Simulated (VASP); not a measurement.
# Li (Im-3m) in VASP: a series of runs

Runs on Li. Level: PBE. Tasks: single point, relaxation of cell and atoms.

Everything below comes from runs of VASP 6.6.1. Logs are shortened: lines on timing, memory, paths and dates and some standing lists are left out, and cuts for length are marked.

## (1) The cell of the first run

It takes space group Im-3m (No. 229, cubic). The conventional cell has a = 3.432 Å, b = 3.432 Å, c = 3.432 Å, α = 90.00°, β = 90.00°, γ = 90.00°. Li (site symmetry m-3m) has 14 Li at 2.97 to 3.43 Å within 3.9 Å.

## (2) Single point, PBE

File INCAR:

```
PREC = Accurate
ENCUT = 520
EDIFF = 1E-6
ISMEAR = 0
SIGMA = 0.02
LREAL = F
LASPH = T
NELM = 80
ALGO = Normal
ISIF = 2
LWAVE = F
LCHARG = F
GGA = PE
NBANDS = 8
```

File KPOINTS:

```
regular mesh
0
Gamma
  16 16 16
```

File POSCAR:

```
Li
1.0
   -1.7158589645      1.7158589645      1.7158589645
    1.7158589645     -1.7158589645      1.7158589645
    1.7158589645      1.7158589645     -1.7158589645
Li
1
Direct
    0.0000000000      0.0000000000      0.0000000000
```

Potentials or basis: VASP PAW PBE potentials, release 64 (Li_sv).

The run is started by

```sh
> cat potpaw_PBE.64/Li_sv/POTCAR > POTCAR
> mpirun -np 1 vasp_std > vasp.out
```

OUTCAR:

```text
PREC = Accurate
   ENCUT = 520
   EDIFF = 1E-6
   ISMEAR = 0
   LREAL = F
   LASPH = T
   NELM = 80
   ISIF = 2
   GGA = PE

 ion  position               nearest neighbor table
   1  0.000  0.000  0.000-

  LATTYP: Found a body centered cubic cell.
 ALAT       =     3.4317179290

  Lattice vectors:

 A1 = (  -1.7158589645,   1.7158589645,   1.7158589645)
 A2 = (   1.7158589645,  -1.7158589645,   1.7158589645)
 A3 = (   1.7158589645,   1.7158589645,  -1.7158589645)

Analysis of symmetry for initial positions (statically):
=====================================================================
 Subroutine PRICEL returns:
 Original cell was already a primitive cell.

 Routine SETGRP: Setting up the symmetry group for a
 body centered cubic supercell.

 Subroutine GETGRP returns: Found 48 space group operations
 (whereof 48 operations were pure point group operations)
 out of a pool of 48 trial point group operations.

The static configuration has the point symmetry O_h .

Analysis of symmetry for dynamics (positions and initial velocities):
=====================================================================
 Subroutine PRICEL returns:
 Original cell was already a primitive cell.

 Routine SETGRP: Setting up the symmetry group for a
 body centered cubic supercell.

 Subroutine GETGRP returns: Found 48 space group operations
 (whereof 48 operations were pure point group operations)
 out of a pool of 48 trial point group operations.

The dynamic configuration has the point symmetry O_h .

 Subroutine INISYM returns: Found 48 space group operations
 (whereof 48 operations are pure point group operations),
 and found     1 'primitive' translations

----------------------------------------------------------------------------------------

                                     Primitive cell

  volume of cell :      20.2071

  direct lattice vectors                    reciprocal lattice vectors
    -1.715858964  1.715858964  1.715858964     0.000000000  0.291399241  0.291399241
     1.715858964 -1.715858964  1.715858964     0.291399241  0.000000000  0.291399241
     1.715858964  1.715858964 -1.715858964     0.291399241  0.291399241  0.000000000

  length of vectors
     2.971954905  2.971954905  2.971954905     0.412100759  0.412100759  0.412100759

  position of ions in fractional coordinates (direct lattice)
     0.000000000  0.000000000  0.000000000

[... 76 lines left out ...]
   LREAL  =      F    real-space projection
   EDIFFG = 0.1E-04   stopping-criterion for IOM
   NSW    =      0    number of steps for IOM
   IBRION =     -1    ionic relax: 0-MD 1-quasi-New 2-CG
   NFREE  =      0    steps in history (QN), initial steepest desc. (CG)
   ISIF   =      2    stress and relaxation
   ISYM   =      2    0-nonsym 1-usesym 2-fastsym
   POTIM  = 0.5000    time-step for ionic-motion
   TEBEG  =    0.0;   TEEND  =   0.0 temperature during run
   PSTRESS=    0.0 pullay stress
   NELECT =       3.0000    total number of electrons
   NUPDOWN=      -1.0000    fix difference up-down
   EMIN   =  10.00;   EMAX   =-10.00  energy-range for DOS
   EFERMI =   0.00;   METHOD = LEGACY
   ISMEAR =     0;   SIGMA  =   0.02  broadening in eV -4-tet -1-fermi 0-gaus
   EFERMI_NEDOS =   21; number of points for ismear=-14 and -15
   IALGO  =     38    algorithm
   IMIX   =      4    mixing-type and parameters
     AMIX     =   0.40;   BMIX     =  1.00
     AMIX_MAG =   1.60;   BMIX_MAG =  1.00
  volume/ion in A,a.u.               =      20.21       136.36
  Fermi-wavevector in a.u.,A,eV,Ry     =   0.866856  1.638120 10.223954  0.751439
  Thomas-Fermi vector in A             =   1.985306
   LORBIT       =      0    0 simple, 1 ext, 2 COOP (PROOUT), +10 PAW based schemes
   GGA     = PE    functional components
   LHFCALC =     F    Hartree Fock is set to
   AEXX    =    0.0000 exact exchange contribution
   IVDW    =     0    specifies the selected vdW correction
   LEPSILON=     F    determine dielectric tensor
   LRPA    =     F    only Hartree local field effects (RPA)
 non-spin polarized calculation
 Gauss-broadening in eV      SIGMA  =   0.02
  energy-cutoff  :      520.00
  volume of cell :       20.21
 maximum number of plane-waves:       560
 NGX is ok and might be reduce to    24
   NGX = 11   NGY = 11   NGZ = 11

 number of electron       3.0000001 magnetization

 Free energy of the ion-electron system (eV)
  ---------------------------------------------------
  ext. energy  EPLUGINS =         0.00000000
  ---------------------------------------------------
  free energy    TOTEN  =        -1.90432643 eV

  energy without entropy =       -1.90410223  energy(sigma->0) =       -1.90421433

 E-fermi :   0.6341     XC(G=0):  -7.0517

 val. band max:        0.6049502990   @ k =   0.2500   0.2500   0.0000
 cond. band min:       0.6392270696   @ k =   0.3125   0.1875   0.0000
 fundamental gap:      0.0342767706
 Fermi energy:         0.6340638837

 k-point     1 :       0.0000    0.0000    0.0000
  band No.  band energies     occupation
      1     -45.8894      2.00000
      2      -2.9306      2.00000
      3      15.2713      0.00000
      4      15.2713      0.00000
      5      15.2713      0.00000
      6      20.0491      0.00000
      7      20.0491      0.00000
      8      20.0491      0.00000
[... 243 lines left out ...]
 k-point    24 :       0.2500    0.1875    0.0000
  band No.  band energies     occupation
      1     -45.8720      2.00000
      2      -0.1956      2.00000
      3       6.6384      0.00000
      4       8.8544      0.00000
      5      11.8317      0.00000
      6      17.7043      0.00000
      7      18.5239      0.00000
      8      21.9890      0.00000

 [... further k-points ...]

------------------------ aborting loop because EDIFF is reached ----------------------------------------

  FORCE on cell =-STRESS in cart. coord.  units (eV):
  Direction    XX          YY          ZZ          XY          YZ          ZX
  --------------------------------------------------------------------------------------
  -------------------------------------------------------------------------------------
  Total       -0.0040669     -0.0040669     -0.0040669      0.0000000     -0.0000000      0.0000000
  in kB       -0.3224580     -0.3224580     -0.3224580      0.0000000     -0.0000000      0.0000000
  external PRESSURE =      -0.3224580 kB  Pullay stress =       0.0000000 kB

 VOLUME and BASIS-vectors are now :
 -----------------------------------------------------------------------------
  energy-cutoff  :      520.00
  volume of cell :       20.21
      direct lattice vectors                 reciprocal lattice vectors
    -1.715858964  1.715858964  1.715858964     0.000000000  0.291399241  0.291399241
     1.715858964 -1.715858964  1.715858964     0.291399241  0.000000000  0.291399241
     1.715858964  1.715858964 -1.715858964     0.291399241  0.291399241  0.000000000

 POSITION                                       TOTAL-FORCE (eV/Angst)
 -----------------------------------------------------------------------------------
      0.00000      0.00000      0.00000         0.000000     -0.000000      0.000000
 -----------------------------------------------------------------------------------
    total drift:                                0.000000      0.000000      0.000000

  FREE ENERGIE OF THE ION-ELECTRON SYSTEM (eV)
  ---------------------------------------------------
  free  energy   TOTEN  =        -1.9043264264 eV

  energy  without entropy=       -1.9041022342  energy(sigma->0) =       -1.90421433
```

stdout:

```text
POSCAR found type information on POSCAR Li
 POSCAR found :  1 types and       1 ions
 scaLAPACK will be used
 LDA part: xc-table for (Slater+PW92), standard interpolation
 POSCAR, INCAR and KPOINTS ok, starting setup
 FFT: planning ... GRIDC
 FFT: planning ... GRID_SOFT
 FFT: planning ... GRID
 WAVECAR not read
 entering main loop
```

It took 5.3 s on 1 thread of Intel Xeon 6975P-C (Granite Rapids), shared host; peak memory 0.13 GiB.

What came out:

- Free energy: -1.9043 eV
- Band gap on the k mesh: zero (an odd number of electrons rules out a gap without spin polarisation)

Levels at points of the mesh, in eV from the Fermi level:
| k point | band 1 | band 2 | band 3 | band 4 | band 5 |
| --- | --- | --- | --- | --- | --- |
| (0.00, 0.00, 0.00) | -46.52 | -3.56 | 14.64 | 14.64 | 14.64 |
| (0.50, 0.00, 0.00) | -46.50 | 0.24 | 3.27 | 10.38 | 11.86 |
| (0.50, 0.50, 0.50) | -46.49 | 5.53 | 5.53 | 5.53 | 7.79 |

Caveat: the cutoff is under 1.25 times the usual one of these potentials, so pressure, stress and relaxed cells hold a basis-set (Pulay) error.

## (3) Relaxation of cell and atoms, PBE

This run uses another cell than the first one, of 21.61 Å³/atom.

File INCAR:

```
SYSTEM = Li
PREC = Accurate
ENCUT = 600
EDIFF = 1E-6
ISMEAR = 0
SIGMA = 0.02
LREAL = .FALSE.
LASPH = .TRUE.
NELM = 80
ALGO = Normal
ISIF = 3
LWAVE = .FALSE.
LCHARG = .FALSE.
GGA = PE
IBRION = 2
NSW = 80
EDIFFG = -0.01
```

File KPOINTS:

```
regular mesh
0
G
  16 16 16
  0 0 0
```

File POSCAR:

```
Li
1.0
   -1.7546500000      1.7546500000      1.7546500000
    1.7546500000     -1.7546500000      1.7546500000
    1.7546500000      1.7546500000     -1.7546500000
Li
1
Direct
    0.0000000000      0.0000000000      0.0000000000
```

Potentials or basis: VASP PAW PBE potentials, release 64 (Li_sv).

The run is started by

```sh
> cat potpaw_PBE.64/Li_sv/POTCAR > POTCAR
> mpirun -np 1 vasp_std > vasp.out
```

Run time: 11 s. Hardware: 1 thread of Intel Xeon 6975P-C (Granite Rapids), shared host; peak memory 0.14 GiB.

The run converged. Its results:

```yaml
Free_energy: -1.9056 eV
Relaxed_volume: 20.07 Å³/atom
Relaxed_cell: a = 2.965 Å, b = 2.965 Å, c = 2.965 Å, α = 109.47°, β = 109.47°, γ = 109.47°
Space_group_after_relaxing_to_0.1_Å: Im-3m (No. 229)
Energy_gained_by_relaxing: 4.7 meV/atom
Ionic_steps: 5
Pressure_after_relaxing: 0.0 GPa
Band_gap_on_the_k_mesh: zero (an odd number of electrons rules out a gap without spin polarisation)
```

Step by step:
| step | energy change (eV) | largest force (eV/Å) | pressure (GPa) | volume (Å³) |
| --- | --- | --- | --- | --- |
| 1 | 0.0000 | 0.0000 | -0.90 | 21.61 |
| 2 | -0.0019 | 0.0000 | -0.71 | 21.23 |
| 3 | -0.0044 | 0.0000 | -0.25 | 20.43 |
| 4 | -0.0016 | 0.0000 | 0.91 | 18.89 |
| 5 | -0.0047 | 0.0000 | -0.03 | 20.07 |

Final structure:
```
CELL_PARAMETERS angstrom
-1.71204 1.71204 1.71204
1.71204 -1.71204 1.71204
1.71204 1.71204 -1.71204
ATOMIC_POSITIONS crystal
Li 0.00000 0.00000 0.00000
```

Levels at points of the mesh, in eV from the Fermi level:
| k point | band 1 | band 2 | band 3 | band 4 |
| --- | --- | --- | --- | --- |
| (0.00, 0.00, 0.00) | -46.51 | -3.57 | 14.71 | 14.71 |
| (0.50, 0.00, 0.00) | -46.49 | 0.24 | 3.29 | 10.43 |
| (0.50, 0.50, 0.50) | -46.48 | 5.56 | 5.56 | 5.56 |

Caveat: the cutoff is under 1.25 times the usual one of these potentials, so pressure, stress and relaxed cells hold a basis-set (Pulay) error.

The gap in the log of VASP goes by the Fermi energy; the results here count the filled bands.